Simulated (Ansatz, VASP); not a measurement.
# One calculation of Ti, two programs

```xyz
2
Lattice="2.8639 0.0000 0.0000 -1.4319 2.4802 0.0000 0.0000 0.0000 4.5400" Properties=species:S:1:pos:R:3 pbc="T T T"
Ti    0.0000    1.6535    1.1350
Ti    1.4319    0.8267    3.4050
```

Alike in both runs: task single point; functional LDA; k mesh 21 × 21 × 12; occupations fermi-dirac, width 0.1 eV; no spin polarisation.

```csv
,VASP,Ansatz
version,VASP 6.6.1,Ansatz 0.2.0
potentials or method,"VASP PAW LDA potentials, release 64 (Ti_sv), cutoff 520 eV","plane waves (420 eV) with PAW, scalar-relativistic"
valence electrons in the cell,24,24
```

VASP gave:

- pressure (GPa): -0.2
- traceless stress, the component that is largest in VASP (GPa): -0.03

Q: What did Ansatz give for the same quantities?

A: Pressure (GPa): 0.0; traceless stress, the component that is largest in VASP (GPa): -0.05.

Ansatz warns that its potentials were made for another functional, while VASP's fit it. LDA's correlation is that of Perdew and Zunger in VASP and of Perdew and Wang (1992) in Ansatz.
